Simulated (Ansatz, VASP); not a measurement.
**LiF in VASP and in Ansatz**

Contents of INCAR:

```
ALGO = Normal
EDIFF = 1E-7
ENCUT = 520
GGA = CA
ISIF = 2
ISMEAR = 0
LASPH = True
LCHARG = True
LELF = True
LREAL = False
LVHAR = True
LWAVE = False
NBANDS = 18
NELM = 100
PREC = Accurate
SIGMA = 0.05
```

File KPOINTS:

```
k-points
0
Gamma
  9 9 6
```

POSCAR

```
LiF
1.0
    3.1154738578      0.0000000000      0.0000000000
   -1.5577369289      2.6980795057      0.0000000000
    0.0000000000      0.0000000000      4.4071493192
Li F
2 2
Direct
    0.3333333333      0.6666666667      0.3371874601
    0.6666666667      0.3333333333      0.8371874601
    0.3333333333      0.6666666667      0.9910195924
    0.6666666667      0.3333333333      0.4910195924
```

Input for Ansatz:

```yaml
crystal:
  lattice:
    - [3.1154738578, 0.0, 0.0]
    - [-1.5577369289, 2.6980795057, 0.0]
    - [0.0, 0.0, 4.4071493192]
  atoms:
    - { symbol: Li, position: [0.3333333333, 0.6666666667, 0.3371874601] }
    - { symbol: Li, position: [0.6666666667, 0.3333333333, 0.8371874601] }
    - { symbol: F, position: [0.3333333333, 0.6666666667, 0.9910195924] }
    - { symbol: F, position: [0.6666666667, 0.3333333333, 0.4910195924] }
basis:
  ecutwfc: 520.0
kpoints:
  mp_grid: { grid: [9, 9, 6] }
hamiltonian:
  xc: lda
scf:
  occupations: { method: gaussian, width: 0.05 }
output:
  forces: true
  stress: true
  eigenvalues: true
```

Alike in both runs: task single point; functional LDA; k mesh 9 × 9 × 6; occupations gaussian, width 0.05 eV; no spin polarisation.

|  | VASP | Ansatz |
| --- | --- | --- |
| version | VASP 6.6.1 | Ansatz 0.2.0 |
| potentials or method | VASP PAW LDA potentials, release 64 (Li_sv, F), cutoff 520 eV | scalar-relativistic, plane waves, PAW |
| valence electrons in the cell | 20 | 20 |

Ansatz gave:

```
gap on the k mesh at the Fermi level (eV) : 7.86
least direct gap on the mesh (eV)         : 7.87
rms of the force components (eV/Å)        : 1.640
```

Problem. What did VASP give for the same quantities?

Solution. gap on the k mesh at the Fermi level (eV): 7.84; least direct gap on the mesh (eV): 7.86; rms of the force components (eV/Å): 1.696.

LDA's correlation is that of Perdew and Zunger in VASP and of Perdew and Wang (1992) in Ansatz. Atom by atom the forces differ by 0.055 eV/Å (rms over components).

Noted on VASP's run: the cutoff is under 1.25 times that of the potentials, so the pressure is a little rough.
